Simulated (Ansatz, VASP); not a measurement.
One calculation of Ga2P3, two programs

```
Ga P
1.0
     1.80822    1.04398    7.68368
    -1.80822    1.04398    7.68368
     0.00000   -2.08796    7.68368
Ga P
2 3
Cartesian
  0.0000 0.0000 9.0792
  0.0000 0.0000 13.9718
  0.0000 0.0000 0.0000
  0.0000 0.0000 4.4294
  0.0000 0.0000 18.6216
```

Alike in both runs: functional PBE; k mesh 12 × 12 × 12; occupations gaussian, width 0.1 eV; no spin polarisation.

Ansatz relaxed the structure, and its values are those at the end. VASP's run is a single point on that final structure, the one shown.

|  | VASP | Ansatz |
| --- | --- | --- |
| version | VASP 6.6.1 | Ansatz 0.2.0 |
| potentials or method | VASP PAW PBE potentials, release 64 (Ga_d, P), cutoff 520 eV | scalar-relativistic, plane waves, PAW |
| valence electrons in the cell | 41 | 41 |

|  | VASP | Ansatz | Ansatz less VASP |
| --- | --- | --- | --- |
| gap on the k mesh at the Fermi level (eV) | none | none | - |
| pressure (GPa) | 0.0 | 0.0 | 0.00 |
| rms of the force components (eV/Å) | 0.013 | 0.004 | -0.0092 |

A gap of «none» marks a metal or a gap that the smearing closes. With one functional, cell and mesh, what is left measures potentials, basis and numerics.
